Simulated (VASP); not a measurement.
Input of a VASP 6.6.1 run:

Contents of POSCAR:

```
TiN
1.0
    0.0000000000      2.1162479307      2.1162479307
    2.1162479307      0.0000000000      2.1162479307
    2.1162479307      2.1162479307      0.0000000000
Ti N
1 1
Direct
    0.0000000000      0.0000000000      0.0000000000
    0.5000000000      0.5000000000      0.5000000000
```

The input INCAR.step1:

```
SYSTEM = TiN
PREC = Accurate ; ENCUT = 1460
ISMEAR = 0 ; SIGMA = 0.1
LREAL = .FALSE. ; LASPH = .TRUE.
NELM = 120 ; NBANDS = 16
GGA = PE ; ALGO = Normal
EDIFF = 1E-5 ; LWAVE = .TRUE.
LCHARG = .FALSE. ; GGA_COMPAT = .FALSE.
```

Contents of INCAR.step2:

```
SYSTEM = TiN
PREC = Accurate ; ENCUT = 1460
EDIFF = 1E-6 ; ISMEAR = 0
SIGMA = 0.1 ; LREAL = .FALSE.
LASPH = .TRUE. ; NELM = 120
ALGO = Normal ; ISIF = 2
LWAVE = .FALSE. ; LCHARG = .FALSE.
METAGGA = R2SCAN ; LMIXTAU = .TRUE.
NBANDS = 16 ; ISTART = 1
GGA_COMPAT = .FALSE.
```

KPOINTS

```
regular mesh
0
G
  18 18 18
  0 0 0
```

Potentials or basis: VASP PAW PBE potentials, release 64 (Ti_sv, N_h).

Run with:

```console
$ cat potpaw_PBE.64/Ti_sv/POTCAR potpaw_PBE.64/N_h/POTCAR > POTCAR
$ cp INCAR.step1 INCAR
$ mpirun -np 1 vasp_std > vasp.out
$ cp INCAR.step2 INCAR
$ mpirun -np 1 vasp_std > vasp.out
```

Question: What does it give for the band gap on the k mesh?

Answer: Zero (an odd number of electrons rules out a gap without spin polarisation).

Question: What does it give for the pressure?

Answer: 1.4 GPa.

Caveat: the PAW data sets were made with another functional, which shifts forces and pressure a little; an odd number of electrons without spin polarisation forces a metal; a magnetic or distorted state may lie lower.
